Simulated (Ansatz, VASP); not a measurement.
Two plane-wave programs on Ta3N

Contents of INCAR:

```
PREC = Accurate ; ENCUT = 520
EDIFF = 1E-7 ; ISMEAR = -1
SIGMA = 0.05 ; LREAL = False
LASPH = True ; NELM = 80
ALGO = Normal ; ISIF = 2
LWAVE = False ; LCHARG = True
GGA = PS ; LELF = True
LVHAR = True ; NBANDS = 27
```

Contents of KPOINTS:

```
regular mesh
0
Gamma
  10 10 4
```

The input POSCAR:

```
Ta3N
1.0
    3.0322239879      0.0000000000      0.0000000000
   -1.5161119940      2.6259830035      0.0000000000
    0.0000000000      0.0000000000      7.5241370000
Ta N
3 1
Direct
    0.6666666667      0.3333333333      0.8260700000
    0.3333333333      0.6666666667      0.1739300000
    0.0000000000      0.0000000000      0.5000000000
    0.0000000000      0.0000000000      0.0000000000
```

input.yaml

```yaml
crystal:
  lattice:
    - [3.0322239879, 0.0, 0.0]
    - [-1.516111994, 2.6259830035, 0.0]
    - [0.0, 0.0, 7.524137]
  atoms:
    - { symbol: Ta, position: [0.6666666667, 0.3333333333, 0.82607] }
    - { symbol: Ta, position: [0.3333333333, 0.6666666667, 0.17393] }
    - { symbol: Ta, position: [0.0, 0.0, 0.5] }
    - { symbol: "N", position: [0.0, 0.0, 0.0] }
hamiltonian:
  xc: pbesol
  pseudopotentials: { kind: paw }
kpoints:
  mp_grid: { grid: [10, 10, 4] }
  band_path:
    path:
      - [[0.0, 0.0, 0.0], [0.5, 0.0, 0.0], [0.3333333333, 0.3333333333, 0.0], [0.0, 0.0, 0.0], [0.0, 0.0, 0.5], [0.5, 0.0, 0.5], [0.3333333333, 0.3333333333, 0.5], [0.0, 0.0, 0.5]]
      - [[0.5, 0.0, 0.5], [0.5, 0.0, 0.0]]
      - [[0.3333333333, 0.3333333333, 0.0], [0.3333333333, 0.3333333333, 0.5]]
    npoints: 14
scf:
  occupations: { method: fermi_dirac, width: 0.05 }
  n_extra_bands: 10
output:
  forces: true
  stress: true
  eigenvalues: true
  fatbands: true
```

Alike in both runs: functional PBEsol; k mesh 10 × 10 × 4; occupations fermi-dirac, width 0.05 eV; no spin polarisation.

|  | VASP | Ansatz |
| --- | --- | --- |
| version | VASP 6.6.1 | Ansatz 0.2.0 |
| potentials or method | VASP PAW PBE potentials, release 64 (Ta_pv, N) | Ansatz PAW |
| plane-wave cutoff (eV) | 520 | 420 |
| valence electrons in the cell | 38 | 44 |
| task | single point | band structure |

```csv
,VASP,Ansatz,Ansatz less VASP
gap on the k mesh at the Fermi level (eV),none,none,-
pressure (GPa),-7.8,-8.1,-0.34
"traceless stress, the component that is largest in VASP (GPa)",0.37,0.36,-0.015
rms of the force components (eV/Å),0.140,0.161,+0.0214
```

VASP's potentials were made for PBE, not for PBEsol. Atom by atom the forces differ by 0.021 eV/Å (rms over components). A gap of «none» marks a metal or a gap that the smearing closes. VASP's potentials hold 38 valence electrons a cell and Ansatz's 44, so a difference there can come from the potentials and not from the codes.

Spin-orbit coupling is off throughout.
